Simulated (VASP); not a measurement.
# Bi (Im-3m) in VASP: notebook, part 2 of 2

VASP 6.6.1. The steps go on from the part before.

### Step 3. Single point, PBE (volume scaled by 1.10)

INCAR reads:

```
PREC     = Accurate       # precision mode
ENCUT    = 520            # plane-wave cutoff, eV
EDIFF    = 1E-7           # SCF threshold, eV
ISMEAR   = 0              # smearing method
SIGMA    = 0.1            # smearing width, eV
LREAL    = F              # projectors in reciprocal space
LASPH    = T              # aspherical terms in the spheres
NELM     = 100            # most SCF steps
ALGO     = Fast           # electronic algorithm
ISIF     = 2              # what is computed and relaxed
LWAVE    = F              # write WAVECAR
LCHARG   = F              # write CHGCAR
GGA      = PE             # functional
NBANDS   = 14             # bands
```

KPOINTS reads:

```
regular mesh
0
Gamma
  16 16 16
```

POSCAR reads:

```
Bi
1.0
   -2.0560985520      2.0560985520      2.0560985520
    2.0560985520     -2.0560985520      2.0560985520
    2.0560985520      2.0560985520     -2.0560985520
Bi
1
Direct
    0.0000000000      0.0000000000      0.0000000000
```

Potentials or basis: VASP PAW PBE potentials, release 64 (Bi_d).

Command:

```sh
> cat potpaw_PBE.64/Bi_d/POTCAR > POTCAR
> mpirun -np 1 vasp_std > vasp.out
```

OUTCAR:

```text
PREC = Accurate
   ENCUT = 520
   EDIFF = 1E-7
   ISMEAR = 0
   LREAL = F
   LASPH = T
   NELM = 100
   ISIF = 2
   GGA = PE

 ion  position               nearest neighbor table
   1  0.000  0.000  0.000-

  LATTYP: Found a body centered cubic cell.
 ALAT       =     4.1121971040

  Lattice vectors:

 A1 = (  -2.0560985520,   2.0560985520,   2.0560985520)
 A2 = (   2.0560985520,  -2.0560985520,   2.0560985520)
 A3 = (   2.0560985520,   2.0560985520,  -2.0560985520)

Analysis of symmetry for initial positions (statically):
=====================================================================
 Subroutine PRICEL returns:
 Original cell was already a primitive cell.

 Routine SETGRP: Setting up the symmetry group for a
 body centered cubic supercell.

 Subroutine GETGRP returns: Found 48 space group operations
 (whereof 48 operations were pure point group operations)
 out of a pool of 48 trial point group operations.

The static configuration has the point symmetry O_h .

Analysis of symmetry for dynamics (positions and initial velocities):
=====================================================================
 Subroutine PRICEL returns:
 Original cell was already a primitive cell.

 Routine SETGRP: Setting up the symmetry group for a
 body centered cubic supercell.

 Subroutine GETGRP returns: Found 48 space group operations
 (whereof 48 operations were pure point group operations)
 out of a pool of 48 trial point group operations.

The dynamic configuration has the point symmetry O_h .

 Subroutine INISYM returns: Found 48 space group operations
 (whereof 48 operations are pure point group operations),
 and found     1 'primitive' translations

----------------------------------------------------------------------------------------

                                     Primitive cell

  volume of cell :      34.7690

[... 108 lines left out ...]
  Fermi-wavevector in a.u.,A,eV,Ry     =   1.237014  2.337618 20.819689  1.530204
  Thomas-Fermi vector in A             =   2.371599
   LORBIT       =      0    0 simple, 1 ext, 2 COOP (PROOUT), +10 PAW based schemes
   GGA     = PE    functional components
   LHFCALC =     F    Hartree Fock is set to
   AEXX    =    0.0000 exact exchange contribution
   IVDW    =     0    specifies the selected vdW correction
   LEPSILON=     F    determine dielectric tensor
   LRPA    =     F    only Hartree local field effects (RPA)
 non-spin polarized calculation
 RMM-DIIS sequential band-by-band and
 Gauss-broadening in eV      SIGMA  =   0.10
  energy-cutoff  :      520.00
  volume of cell :       34.77
 maximum number of plane-waves:       959
   NGX = 13   NGY = 13   NGZ = 13

 number of electron      14.9999997 magnetization

 Free energy of the ion-electron system (eV)
  ---------------------------------------------------
  ext. energy  EPLUGINS =         0.00000000
  ---------------------------------------------------
  free energy    TOTEN  =        -3.71462557 eV

  energy without entropy =       -3.71055839  energy(sigma->0) =       -3.71259198

 E-fermi :   6.5912     XC(G=0):  -9.7740

 val. band max:        6.5862910366   @ k =  -0.4375   0.5000   0.1250
 cond. band min:       6.6500204846   @ k =   0.3125   0.1250   0.0625
 fundamental gap:      0.0637294480
 Fermi energy:         6.5911707516

 k-point     1 :       0.0000    0.0000    0.0000
  band No.  band energies     occupation
      1     -16.3692      2.00000
      2     -16.3692      2.00000
      3     -16.3692      2.00000
      4     -16.2813      2.00000
      5     -16.2813      2.00000
      6      -6.2123      2.00000
      7      10.9678      0.00000
      8      10.9678      0.00000
      9      10.9678      0.00000
     10      14.4061      0.00000
     11      17.0269      0.00000
     12      17.0269      0.00000
     13      17.0270      0.00000
     14      17.6200      0.00000
[... 377 lines left out ...]
      1     -16.3759      2.00000
      2     -16.3387      2.00000
      3     -16.2948      2.00000
      4     -16.2906      2.00000
      5     -16.2555      2.00000
      6      -4.2486      2.00000
      7       3.8548      2.00000
      8       6.5647      1.29135
      9       9.2077      0.00000
     10      14.0175      0.00000
     11      15.5366      0.00000
     12      17.6863      0.00000
     13      19.4921      0.00000
     14      20.2283      0.00000

 [... further k-points ...]
[... 5 lines left out ...]
  --------------------------------------------------------------------------------------
  -------------------------------------------------------------------------------------
  Total       -0.8684491     -0.8684491     -0.8684491      0.0000000     -0.0000000      0.0000000
  in kB      -40.0187171    -40.0187171    -40.0187171      0.0000000     -0.0000000      0.0000000
  external PRESSURE =     -40.0187171 kB  Pullay stress =       0.0000000 kB

 VOLUME and BASIS-vectors are now :
 -----------------------------------------------------------------------------
  energy-cutoff  :      520.00
  volume of cell :       34.77
      direct lattice vectors                 reciprocal lattice vectors
    -2.056098552  2.056098552  2.056098552     0.000000000  0.243179005  0.243179005
     2.056098552 -2.056098552  2.056098552     0.243179005  0.000000000  0.243179005
     2.056098552  2.056098552 -2.056098552     0.243179005  0.243179005  0.000000000

 POSITION                                       TOTAL-FORCE (eV/Angst)
 -----------------------------------------------------------------------------------
      0.00000      0.00000      0.00000         0.000000     -0.000000      0.000000
 -----------------------------------------------------------------------------------
    total drift:                                0.000000      0.000000      0.000000

  FREE ENERGIE OF THE ION-ELECTRON SYSTEM (eV)
  ---------------------------------------------------
  free  energy   TOTEN  =        -3.7146255725 eV

  energy  without entropy=       -3.7105583854  energy(sigma->0) =       -3.71259198
```

OSZICAR:

```text
N       E                     dE             d eps       ncg     rms          rms(c)
DAV:   1     0.114824377684E+03    0.11482E+03   -0.76739E+03  4130   0.118E+03
DAV:   2     0.303422186817E+01   -0.11179E+03   -0.10849E+03  4414   0.334E+02
DAV:   3    -0.355127493720E+01   -0.65855E+01   -0.65605E+01  5060   0.797E+01
DAV:   4    -0.371029099329E+01   -0.15902E+00   -0.15897E+00  5198   0.134E+01
DAV:   5    -0.371721698662E+01   -0.69260E-02   -0.69258E-02  5846   0.251E+00    0.473E-01
RMM:   6    -0.371408444417E+01    0.31325E-02   -0.74887E-03  4838   0.979E-01    0.302E-01
RMM:   7    -0.371441549024E+01   -0.33105E-03   -0.75490E-03  4939   0.837E-01    0.874E-02
RMM:   8    -0.371456857755E+01   -0.15309E-03   -0.13189E-03  5442   0.530E-01    0.185E-02
RMM:   9    -0.371461769160E+01   -0.49114E-04   -0.44522E-04  5998   0.202E-01    0.120E-02
RMM:  10    -0.371462064811E+01   -0.29565E-05   -0.10201E-04  5559   0.146E-01    0.260E-03
RMM:  11    -0.371462440760E+01   -0.37595E-05   -0.46889E-05  6648   0.653E-02    0.236E-03
RMM:  12    -0.371462517727E+01   -0.76968E-06   -0.75171E-06  6488   0.259E-02    0.293E-03
RMM:  13    -0.371462545126E+01   -0.27399E-06   -0.11694E-06  5320   0.114E-02    0.201E-03
RMM:  14    -0.371462555872E+01   -0.10746E-06   -0.41223E-07  3624   0.526E-03    0.169E-03
RMM:  15    -0.371462557254E+01   -0.13826E-07   -0.68334E-08  2725   0.280E-03
   1 F= -.37146256E+01 E0= -.37125920E+01  d E =-.406719E-02
```

Wall time 2.7 min (1 thread of AMD EPYC 7R13 (Zen 3), shared host); peak memory 0.16 GiB.

What came out:

```yaml
Free_energy: -3.7146 eV
Pressure: -4.0 GPa
```

Caveat: spin-orbit coupling is left out, which moves the levels of the heavy elements.
